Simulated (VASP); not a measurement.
A run of VASP 6.6.1 is set up as follows.

The input INCAR:

```
  PREC = Accurate
  ENCUT = 600
  EDIFF = 1E-6
  ISMEAR = -1
  SIGMA = 0.05
  LREAL = F
  LASPH = T
  NELM = 80
  ALGO = Normal
  ISIF = 3
  LWAVE = F
  LCHARG = F
  GGA = PE
  IBRION = 2
  NSW = 60
  EDIFFG = -0.005
  PSTRESS = 1500.0
```

The input KPOINTS:

```
regular mesh
0
Gamma
  17 17 17
```

The input POSCAR:

```
Pd
1.0
    2.2393337908      0.0000000000      0.0000000000
    0.0000000000      2.2393337908      0.0000000000
    0.0000000000      0.0000000000      2.2393337908
Pd
1
Direct
    0.0000000000      0.0000000000      0.0000000000
```

Potentials or basis: VASP PAW PBE potentials, release 64 (Pd).

Run with:

```console
$ cat potpaw_PBE.64/Pd/POTCAR > POTCAR
$ mpirun -np 1 vasp_std > vasp.out
```

**Question.** Estimate the relaxed volume.

**Answer.** 11.76 Å³/atom.

**Question.** What does it give for the relaxed cell?

**Answer.** a = 2.274 Å, b = 2.274 Å, c = 2.274 Å, α = 90.00°, β = 90.00°, γ = 90.00°.

**Question.** Predict the band gap on the k mesh.

**Answer.** Zero (band 5 reaches 16.99 eV, above the bottom of band 6 at 13.42 eV).

Final structure:
```cif
data_structure
_symmetry_space_group_name_H-M 'P 1'
_symmetry_Int_Tables_number 1
_cell_length_a 2.2740
_cell_length_b 2.2740
_cell_length_c 2.2740
_cell_angle_alpha 90.000
_cell_angle_beta 90.000
_cell_angle_gamma 90.000
_cell_volume 11.76
loop_
_atom_site_label
_atom_site_type_symbol
_atom_site_fract_x
_atom_site_fract_y
_atom_site_fract_z
_atom_site_occupancy
Pd1 Pd 0.00000 0.00000 0.00000 1
```

Caveat: the cell is relaxed towards a set pressure, so the enthalpy falls and the energy may rise.
